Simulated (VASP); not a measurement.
# Co (P6_3/mmc) in VASP: notebook, part 2 of 2

VASP 6.6.1. Earlier steps stand in the parts before.

## (5) Single point, PBE, collinear spin, ferromagnetic start

This run uses another cell than the first one, of 10.51 Å³/atom.

File INCAR:

```
PREC = Accurate ; ENCUT = 600
EDIFF = 1E-6 ; ISMEAR = 0
SIGMA = 0.1 ; LREAL = F
LASPH = T ; NELM = 200
ALGO = Normal ; ISIF = 2
LWAVE = F ; LCHARG = F
ISPIN = 2 ; MAGMOM = 1.85 1.87 1.85 1.87
LORBIT = 11 ; LMAXMIX = 4
GGA = PE ; NBANDS = 30
GGA_COMPAT = F
```

File KPOINTS:

```
regular mesh
0
Gamma
  18 18 6
```

File POSCAR:

```
Co
1.0
    2.4636955662      0.0000000000      0.0000000000
   -1.2318477831      2.1336229475      0.0000000000
    0.0000000000      0.0000000000      7.9990464403
Co
4
Direct
    0.0000000000      0.0000000000      0.0000000000
    0.3333333333      0.6666666667      0.2500000000
    0.0000000000      0.0000000000      0.5000000000
    0.6666666667      0.3333333333      0.7500000000
```

Potentials or basis: VASP PAW PBE potentials, release 64 (Co).

Launch:

```
> cat potpaw_PBE.64/Co/POTCAR > POTCAR
> mpirun -np 1 vasp_std > vasp.out
```

OUTCAR:

```text
PREC = Accurate
   ENCUT = 600
   EDIFF = 1E-6
   ISMEAR = 0
   LREAL = F
   LASPH = T
   NELM = 200
   ISIF = 2
   ISPIN = 2
   LORBIT = 11
   GGA = PE

 ion  position               nearest neighbor table
   1  0.000  0.000  0.000-   2 2.45   4 2.45   2 2.45   4 2.45   4 2.45   2 2.45
   2  0.333  0.667  0.250-   1 2.45   3 2.45   1 2.45   3 2.45   1 2.45   3 2.45
   3  0.000  0.000  0.500-   2 2.45   4 2.45   2 2.45   4 2.45   4 2.45   2 2.45
   4  0.667  0.333  0.750-   1 2.45   3 2.45   1 2.45   3 2.45   1 2.45   3 2.45

  LATTYP: Found a hexagonal cell.
 ALAT       =     2.4636955662
 C/A-ratio  =     3.2467673969

  Lattice vectors:

 A1 = (   2.4636955662,   0.0000000000,   0.0000000000)
 A2 = (  -1.2318477831,   2.1336229475,   0.0000000000)
 A3 = (   0.0000000000,   0.0000000000,   7.9990464403)

Analysis of symmetry for initial positions (statically):
=====================================================================
 Subroutine PRICEL returns:
 Original cell was already a primitive cell.

 Routine SETGRP: Setting up the symmetry group for a
 hexagonal supercell.

 Subroutine GETGRP returns: Found 24 space group operations
 (whereof 12 operations were pure point group operations)
 out of a pool of 24 trial point group operations.

The static configuration has the point symmetry D_3d.
 The point group associated with its full space group is D_6h.

Analysis of symmetry for dynamics (positions and initial velocities):
=====================================================================
 Subroutine PRICEL returns:
 Original cell was already a primitive cell.

 Routine SETGRP: Setting up the symmetry group for a
 hexagonal supercell.

 Subroutine GETGRP returns: Found 24 space group operations
 (whereof 12 operations were pure point group operations)
 out of a pool of 24 trial point group operations.

[... 160 lines left out ...]

 Free energy of the ion-electron system (eV)
  ---------------------------------------------------
  ext. energy  EPLUGINS =         0.00000000
  ---------------------------------------------------
  free energy    TOTEN  =       -28.10196278 eV

  energy without entropy =      -28.08527022  energy(sigma->0) =      -28.09361650

 E-fermi :  10.7778     XC(G=0): -13.5913

 val. band max:       10.7768482821   @ k =   0.0556  -0.0000   0.1667
 cond. band min:      10.7802425999   @ k =   0.4444  -0.0000   0.1667
 fundamental gap:      0.0033943178
 Fermi energy:        10.7777907974

 spin component 1

 k-point     1 :       0.0000    0.0000    0.0000
  band No.  band energies     occupation
      1       1.6103      1.00000
      2       3.8760      1.00000
      3       3.8996      1.00000
      4       5.4427      1.00000
      5       7.7095      1.00000
      6       7.7399      1.00000
[... 781 lines left out ...]
     29      23.5417      0.00000
     30      24.4230      0.00000

 [... further k-points ...]

 spin component 2

 k-point     1 :       0.0000    0.0000    0.0000
  band No.  band energies     occupation
      1       1.6227      1.00000
      2       3.9716      1.00000
      3       3.9751      1.00000
      4       6.3538      1.00000
      5       9.0222      1.00000
      6       9.0855      1.00000
[... 781 lines left out ...]
     29      23.8659      0.00000
     30      24.8957      0.00000

 [... further k-points ...]
[... 5 lines left out ...]
  --------------------------------------------------------------------------------------
  -------------------------------------------------------------------------------------
  Total        1.8607974      1.8607974      1.8428830     -0.0000000      0.0000000      0.0000000
  in kB       70.9033475     70.9033475     70.2207411     -0.0000000      0.0000000      0.0000000
  external PRESSURE =      70.6758120 kB  Pullay stress =       0.0000000 kB

 VOLUME and BASIS-vectors are now :
 -----------------------------------------------------------------------------
  energy-cutoff  :      600.00
  volume of cell :       42.05
      direct lattice vectors                 reciprocal lattice vectors
     2.463695566  0.000000000  0.000000000     0.405894305  0.234343186  0.000000000
    -1.231847783  2.133622948  0.000000000     0.000000000  0.468686373  0.000000000
     0.000000000  0.000000000  7.999046440     0.000000000  0.000000000  0.125014901

 POSITION                                       TOTAL-FORCE (eV/Angst)
 -----------------------------------------------------------------------------------
      0.00000      0.00000      0.00000         0.000000      0.000000     -0.000000
     -0.00000      1.42242      1.99976        -0.000000      0.000000      0.000000
      0.00000      0.00000      3.99952         0.000000      0.000000     -0.000000
      1.23185      0.71121      5.99928        -0.000000     -0.000000     -0.000000
 -----------------------------------------------------------------------------------
    total drift:                                0.000000     -0.000000      0.000000

  FREE ENERGIE OF THE ION-ELECTRON SYSTEM (eV)
  ---------------------------------------------------
  free  energy   TOTEN  =       -28.1019627763 eV

  energy  without entropy=      -28.0852702217  energy(sigma->0) =      -28.09361650

 total charge

# of ion       s       p       d       tot
------------------------------------------
    1        0.503   0.549   7.287   8.339
    2        0.503   0.552   7.278   8.333
    3        0.503   0.549   7.287   8.339
    4        0.503   0.552   7.278   8.333
--------------------------------------------------
tot          2.012   2.201  29.130  33.344

 magnetization (x)

# of ion       s       p       d       tot
------------------------------------------
    1       -0.014  -0.051   1.668   1.603
    2       -0.014  -0.053   1.688   1.621
    3       -0.014  -0.051   1.668   1.603
    4       -0.014  -0.053   1.688   1.621
--------------------------------------------------
tot         -0.057  -0.207   6.713   6.449
```

OSZICAR:

```text
N       E                     dE             d eps       ncg     rms          rms(c)
DAV:   1     0.253863254593E+03    0.25386E+03   -0.16760E+04 18064   0.179E+03
DAV:   2    -0.156297426994E+02   -0.26949E+03   -0.25115E+03 17772   0.328E+02
DAV:   3    -0.319150465354E+02   -0.16285E+02   -0.15295E+02 19548   0.108E+02
DAV:   4    -0.322125635626E+02   -0.29752E+00   -0.29701E+00 21710   0.144E+01
DAV:   5    -0.322252306752E+02   -0.12667E-01   -0.12666E-01 24648   0.230E+00    0.217E+01
DAV:   6    -0.287884038833E+02    0.34368E+01   -0.24252E+01 19912   0.736E+01    0.961E+00
DAV:   7    -0.288538646351E+02   -0.65461E-01   -0.56999E+00 20758   0.447E+01    0.143E+01
DAV:   8    -0.285746576407E+02    0.27921E+00   -0.53997E+00 20932   0.488E+01    0.107E+01
DAV:   9    -0.281278018137E+02    0.44686E+00   -0.12471E+00 23718   0.222E+01    0.242E+00
DAV:  10    -0.281030934429E+02    0.24708E-01   -0.11971E-01 21096   0.396E+00    0.800E-01
DAV:  11    -0.281019685393E+02    0.11249E-02   -0.91916E-03 22610   0.899E-01    0.410E-01
DAV:  12    -0.281019057841E+02    0.62755E-04   -0.15410E-03 28028   0.460E-01    0.118E-01
DAV:  13    -0.281019684219E+02   -0.62638E-04   -0.39818E-04 23084   0.195E-01    0.817E-02
DAV:  14    -0.281019595716E+02    0.88503E-05   -0.12182E-04 21122   0.226E-01    0.281E-02
DAV:  15    -0.281019630413E+02   -0.34697E-05   -0.10337E-05 20908   0.275E-02    0.249E-02
DAV:  16    -0.281019627763E+02    0.26498E-06   -0.57137E-06 14156   0.489E-02
   1 F= -.28101963E+02 E0= -.28093616E+02  d E =-.166926E-01  mag=     6.3991
```

stdout:

```text
POSCAR found type information on POSCAR Co
 POSCAR found :  1 types and       4 ions
 scaLAPACK will be used
 LDA part: xc-table for (Slater+PW92), standard interpolation
 POSCAR, INCAR and KPOINTS ok, starting setup
 FFT: planning ... GRIDC
 FFT: planning ... GRID_SOFT
 FFT: planning ... GRID
 WAVECAR not read
 entering main loop
```

Run time: 3.1 min. Hardware: 1 thread of Intel Xeon 6975P-C (Granite Rapids), shared host; peak memory 0.41 GiB.

Results:

```yaml
Free_energy: -28.1020 eV
Pressure: 7.1 GPa
Net_moment: 6.40 μB per cell
Site_moments: Co +1.60, +1.62 (each value once) μB
Valence_electrons_inside_the_program's_atomic_spheres: Co 8.34, 8.33 (each value once)
```

Levels at points of the mesh, in eV from the Fermi level:
Spin up:
```
           k point  band 20  band 21  band 22  band 23  band 24  band 25
(0.00, 0.00, 0.00)    -1.17    -1.17    -0.76    -0.76    -0.21     6.53
(0.50, 0.00, 0.00)    -0.48     0.26     1.40     2.55     3.18     7.18
(0.00, 0.00, 0.50)    -1.66    -0.94    -0.94    -0.94    -0.94     9.58
(0.50, 0.00, 0.50)    -0.54     1.28     1.28     2.87     2.87     7.54
```
Spin down:
```
           k point  band 10  band 11  band 12  band 13  band 14  band 15  band 16  band 17  band 18  band 19
(0.00, 0.00, 0.00)    -1.20    -1.14    -0.90    -0.90    -0.85    -0.85    -0.25     0.02     0.02     0.38
(0.50, 0.00, 0.00)    -1.23    -0.83    -0.14    -0.10     0.50     1.18     1.22     1.24     1.24     1.32
(0.00, 0.00, 0.50)    -1.11    -1.11    -1.11    -1.01    -1.01    -1.01    -1.01     0.21     0.21     0.21
(0.50, 0.00, 0.50)    -0.92    -0.89    -0.89    -0.25    -0.25     0.82     0.82     1.20     1.20     1.31
```

Caveat: the cell stands under pressure.

## (6) Relaxation of cell and atoms, PBE, collinear spin, ferromagnetic start, target pressure -3 GPa, at which the enthalpy is minimised

This run uses another cell than the first one, of 11.19 Å³/atom.

File INCAR:

```
PREC = Accurate ; ENCUT = 600
EDIFF = 1E-7 ; ISMEAR = 0
SIGMA = 0.1 ; LREAL = False
LASPH = True ; NELM = 200
ALGO = Normal ; ISIF = 3
LWAVE = False ; LCHARG = False
ISPIN = 2 ; MAGMOM = 1.86 1.88 1.86 1.88
LORBIT = 11 ; LMAXMIX = 4
GGA = PE ; IBRION = 2
NSW = 70 ; EDIFFG = -0.008
PSTRESS = -30.0 ; GGA_COMPAT = False
NELMIN = 4 ; KPAR = 4
```

File KPOINTS:

```
Automatic mesh
0
Gamma
  18 18 6
```

File POSCAR:

```
Co
1.0
    2.5152200271      0.0000000000      0.0000000000
   -1.2576100136      2.1782444396      0.0000000000
    0.0000000000      0.0000000000      8.1700573039
Co
4
Direct
    0.0000000000      0.0000000000      0.0000000000
    0.3333333333      0.6666666667      0.2500000000
    0.0000000000      0.0000000000      0.5000000000
    0.6666666667      0.3333333333      0.7500000000
```

Potentials or basis: VASP PAW PBE potentials, release 64 (Co).

Launch:

```
> cat potpaw_PBE.64/Co/POTCAR > POTCAR
> mpirun -np 4 vasp_std > vasp.out
```

OUTCAR:

```text
PREC = Accurate
   ENCUT = 600
   EDIFF = 1E-7
   ISMEAR = 0
   LREAL = False
   LASPH = True
   NELM = 200
   ISIF = 3
   ISPIN = 2
   LORBIT = 11
   GGA = PE
   IBRION = 2
   NSW = 70
   EDIFFG = -0.008
   PSTRESS = -30.0
   NELMIN = 4

 ion  position               nearest neighbor table
   1  0.000  0.000  0.000-   2 2.51   4 2.51   4 2.51   2 2.51   4 2.51   2 2.51
   2  0.333  0.667  0.250-   1 2.51   3 2.51   1 2.51   3 2.51   1 2.51   3 2.51
   3  0.000  0.000  0.500-   2 2.51   4 2.51   4 2.51   2 2.51   4 2.51   2 2.51
   4  0.667  0.333  0.750-   1 2.51   3 2.51   1 2.51   3 2.51   1 2.51   3 2.51

  LATTYP: Found a hexagonal cell.
 ALAT       =     2.5152200271
 C/A-ratio  =     3.2482475552

  Lattice vectors:

 A1 = (   2.5152200271,   0.0000000000,   0.0000000000)
 A2 = (  -1.2576100136,   2.1782444396,   0.0000000000)
 A3 = (   0.0000000000,   0.0000000000,   8.1700573039)

Analysis of symmetry for initial positions (statically):
=====================================================================
 Subroutine PRICEL returns:
 Original cell was already a primitive cell.

 Routine SETGRP: Setting up the symmetry group for a
 hexagonal supercell.

 Subroutine GETGRP returns: Found 24 space group operations
 (whereof 12 operations were pure point group operations)
 out of a pool of 24 trial point group operations.

[... 183 lines left out ...]
  free energy    TOTEN  =       -28.10216134 eV

  energy without entropy =      -28.08400546  energy(sigma->0) =      -28.09308340

 E-fermi :   9.8937     XC(G=0): -13.2235

 val. band max:        9.8915830616   @ k =   0.2222  -0.0000   0.3333
 cond. band min:       9.8954347136   @ k =   0.3889   0.0556   0.0000
 fundamental gap:      0.0038516519
 Fermi energy:         9.8936961800

 spin component 1

 k-point     1 :       0.0000    0.0000    0.0000
  band No.  band energies     occupation
      1       1.0933      1.00000
      2       3.2679      1.00000
      3       3.2924      1.00000
      4       4.8443      1.00000
      5       6.9416      1.00000
      6       6.9703      1.00000
[... 1466 lines left out ...]
--------------------------------------- Ionic step        3  -------------------------------------------

 number of electron      36.0000008 magnetization       6.5162433

 Free energy of the ion-electron system (eV)
  ---------------------------------------------------
  ext. energy  EPLUGINS =         0.00000000
  ---------------------------------------------------
  free energy    TOTEN  =       -28.12489838 eV

  energy without entropy =      -28.10739703  energy(sigma->0) =      -28.11614771

 E-fermi :  10.1358     XC(G=0): -13.3258

 val. band max:       10.1357025134   @ k =   0.1111   0.1111   0.1667
 cond. band min:      10.1361875643   @ k =   0.3333   0.0556   0.0000
 fundamental gap:      0.0004850509
 Fermi energy:        10.1357814821

 spin component 1

 k-point     1 :       0.0000    0.0000    0.0000
  band No.  band energies     occupation
      1       1.2336      1.00000
      2       3.4335      1.00000
      3       3.4576      1.00000
      4       5.0092      1.00000
      5       7.1529      1.00000
      6       7.1821      1.00000
[... 1422 lines left out ...]
  energy  without entropy=      -28.1073970349  energy(sigma->0) =      -28.11614771

  enthalpy is  TOTEN    =       -28.9484593901 eV   P V=       -0.8235610086

 reached required accuracy - stopping structural energy minimisation

 total charge

# of ion       s       p       d       tot
------------------------------------------
    1        0.484   0.509   7.255   8.249
    2        0.484   0.512   7.248   8.244
    3        0.484   0.509   7.255   8.249
    4        0.484   0.512   7.248   8.244
--------------------------------------------------
tot          1.935   2.043  29.006  32.985

 magnetization (x)

# of ion       s       p       d       tot
------------------------------------------
    1       -0.014  -0.050   1.706   1.642
    2       -0.014  -0.052   1.724   1.659
    3       -0.014  -0.050   1.706   1.642
    4       -0.014  -0.052   1.724   1.659
--------------------------------------------------
tot         -0.055  -0.204   6.860   6.601
```

OSZICAR:

```text
N       E                     dE             d eps       ncg     rms          rms(c)
DAV:   1     0.250632986039E+03    0.25063E+03   -0.17239E+04 15536   0.203E+03
DAV:   2    -0.173188652589E+02   -0.26795E+03   -0.25482E+03 15422   0.360E+02
DAV:   3    -0.320486537085E+02   -0.14730E+02   -0.13615E+02 15940   0.116E+02
DAV:   4    -0.323129134198E+02   -0.26426E+00   -0.26351E+00 17534   0.153E+01
[... 39 lines left out ...]
DAV:   8    -0.281248977019E+02   -0.10345E-04   -0.47689E-05 21960   0.898E-02    0.336E-02
DAV:   9    -0.281248987644E+02   -0.10625E-05   -0.34267E-05 17412   0.125E-01    0.182E-02
DAV:  10    -0.281248981515E+02    0.61289E-06   -0.47333E-06 16150   0.444E-02    0.264E-03
DAV:  11    -0.281248982827E+02   -0.13116E-06   -0.38437E-07 10832   0.921E-03    0.138E-03
DAV:  12    -0.281248983815E+02   -0.98841E-07   -0.13727E-07  7824   0.582E-03
   3 F= -.28948459E+02 E0= -.28939709E+02  d E =-.815457E-02  mag=     6.5162
```

CONTCAR:

```text
Co
   1.00000000000000
     2.5006207345286176    0.0000000000006431    0.0000000000000000
    -1.2503103673134617    2.1656010813549051   -0.0000000000000000
     0.0000000000000000   -0.0000000000000000    8.1219220482081464
  Co
     4
Direct
     0.0000000000000000    0.0000000000000000    0.0000000000000000
     0.3333333332999970    0.6666666667000030    0.2500000000000000
     0.0000000000000000    1.0000000000000000    0.5000000000000000
     0.6666666667000030    0.3333333332999970    0.7500000000000000

  0.00000000E+00  0.00000000E+00  0.00000000E+00
  0.00000000E+00  0.00000000E+00  0.00000000E+00
  0.00000000E+00  0.00000000E+00  0.00000000E+00
  0.00000000E+00  0.00000000E+00  0.00000000E+00
```

It took 3.4 min on 4 MPI ranks of Intel Xeon 6975P-C (Granite Rapids), shared host; peak memory 0.39 GiB.

Results:

* Free energy: -28.1249 eV
* Relaxed volume: 11.00 Å³/atom
* Relaxed cell: a = 2.501 Å, b = 2.501 Å, c = 8.122 Å, α = 90.00°, β = 90.00°, γ = 120.00°
* Space group after relaxing (to 0.1 Å): P6_3/mmc (No. 194)
* Energy change on relaxing (the run minimises the enthalpy): -5.7 meV/atom
* Ionic steps: 3
* Pressure after relaxing: -3.0 GPa
* Net moment: 6.52 μB per cell
* Site moments: Co +1.64, +1.66 (each value once) μB
* Valence electrons inside the program's atomic spheres: Co 8.25, 8.24 (each value once)

Step by step:
| step | energy change (eV) | largest force (eV/Å) | pressure (GPa) | volume (Å³) |
| --- | --- | --- | --- | --- |
| 1 | 0.0000 | 0.0000 | -6.28 | 44.76 |
| 2 | -0.0287 | 0.0000 | 0.30 | 43.29 |
| 3 | -0.0227 | 0.0000 | -2.98 | 43.98 |

Final structure:
```
Co
1.0
     2.50062    0.00000    0.00000
    -1.25031    2.16560    0.00000
     0.00000    0.00000    8.12192
Co
4
Cartesian
  0.0000 0.0000 0.0000
  0.0000 1.4437 2.0305
  -1.2503 2.1656 4.0610
  1.2503 0.7219 6.0914
```

Levels at points of the mesh, in eV from the Fermi level:
Spin up:
```csv
k point,band 18,band 19,band 20,band 21,band 22,band 23,band 24,band 25,band 26
"(0.00, 0.00, 0.00)",-1.54,-1.54,-1.22,-1.22,-0.84,-0.84,-0.19,6.11,14.69
"(0.50, 0.00, 0.00)",-0.63,-0.60,-0.58,0.25,1.35,2.37,2.99,6.78,6.80
"(0.00, 0.00, 0.50)",-1.68,-1.68,-1.68,-1.01,-1.01,-1.01,-1.01,9.14,9.14
"(0.50, 0.00, 0.50)",-0.76,-0.63,-0.63,1.17,1.17,2.70,2.70,7.15,7.15
```
Spin down:
| k point | band 11 | band 12 | band 13 | band 14 | band 15 | band 16 | band 17 | band 18 |
| --- | --- | --- | --- | --- | --- | --- | --- | --- |
| (0.00, 0.00, 0.00) | -1.06 | -0.82 | -0.82 | -0.78 | -0.78 | -0.24 | 0.04 | 0.04 |
| (0.50, 0.00, 0.00) | -0.76 | -0.11 | -0.07 | 0.49 | 1.12 | 1.17 | 1.18 | 1.18 |
| (0.00, 0.00, 0.50) | -1.02 | -1.02 | -0.93 | -0.93 | -0.93 | -0.93 | 0.22 | 0.22 |
| (0.50, 0.00, 0.50) | -0.83 | -0.83 | -0.23 | -0.23 | 0.79 | 0.79 | 1.14 | 1.14 |

Caveat: the cell is relaxed towards a set pressure, so the run minimises the enthalpy, not the energy.

## (7) Overview

```csv
task,cell,k mesh,cutoff (eV),gap on the mesh (eV),pressure (GPa),moment (μB)
single point,"a = 2.392, b = 2.392, c = 8.288 Å, angles 90.0, 90.0, 120.0°, 4 atoms",24 × 24 × 8,520,none,14.7,6.38
single point,"a = 2.405, b = 2.405, c = 7.796 Å, angles 90.0, 90.0, 120.0°, 4 atoms",18 × 18 × 6,520,none,28.6,6.22
single point,"a = 2.481, b = 2.481, c = 8.056 Å, angles 90.0, 90.0, 120.0°, 4 atoms",18 × 18 × 6,600,none,2.2,6.45
single point,"a = 2.464, b = 2.464, c = 7.999 Å, angles 90.0, 90.0, 120.0°, 4 atoms",18 × 18 × 6,600,none,7.1,6.40
relaxation of cell and atoms,"relaxed to -3 GPa from a = 2.515, b = 2.515, c = 8.170 Å, angles 90.0, 90.0, 120.0°, 4 atoms",18 × 18 × 6,600,none,-3.0,6.52
```

Alike in all rows: level PBE; potentials or basis VASP PAW PBE potentials, release 64 (Co); spin collinear, ferromagnetic start; smearing gaussian 0.1 eV.

Caveats: the cell stands under pressure (at least some runs); the cell is relaxed towards a set pressure, so the run minimises the enthalpy, not the energy (at least some runs).

Absolute energies hang on the potentials; compare differences alone.
